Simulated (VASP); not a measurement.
PbS: single point with r2SCAN

PbS:

```
Pb S
1.0
     2.25980    1.30470    3.72693
    -2.25980    1.30470    3.72693
     0.00000   -2.60939    3.72693
Pb S
1 1
Direct
  0.97815 0.97815 0.97815
  0.47745 0.47745 0.47745
```

```yaml
Program: VASP 6.6.1
Task: single point
Functional: r2SCAN
Potentials_or_basis: VASP PAW PBE potentials, release 64 (Pb_d, S)
Cutoff: 520 eV
k_mesh: 9 × 9 × 9
Occupations: gaussian, width 0.05 eV
Spin: no spin polarisation
Dipole_correction: no
Further_INCAR_settings: ALGO = Normal; EDIFF = 1e-06; NBANDS = 17
```

* Pressure: -7.8 GPa
* Largest force: 0.012 eV/Å

Forces in eV/Å, atoms in the order of the input:
```
Pb   0.000  0.000  0.012
S    0.000  0.000 -0.012
```

Stress tensor (GPa, compression positive):
```
-7.64  0.00  0.00
 0.00 -7.64  0.00
 0.00  0.00 -8.06
```

Levels at points of the mesh, in eV from the Fermi level:
```csv
k point,band 6,band 7,band 8,band 9,band 10,band 11,band 12,band 13,band 14,band 15
"(0.00, 0.00, 0.00)",-12.41,-6.60,-1.35,-1.29,-1.29,4.76,4.76,4.77,7.48,7.59
```

Wall time 5.5 min on 1 thread of Intel(R) Xeon(R) Platinum 8488C (Sapphire Rapids), on a shared host, peak memory 0.27 GiB.

Caveat: this odd mesh misses L, where the gap lies, so gap, dielectric constants and Born charges aren't listed; the PAW data sets were made with another functional, which shifts forces and pressure a little; spin-orbit coupling is left out, which moves the levels of the heavy elements.
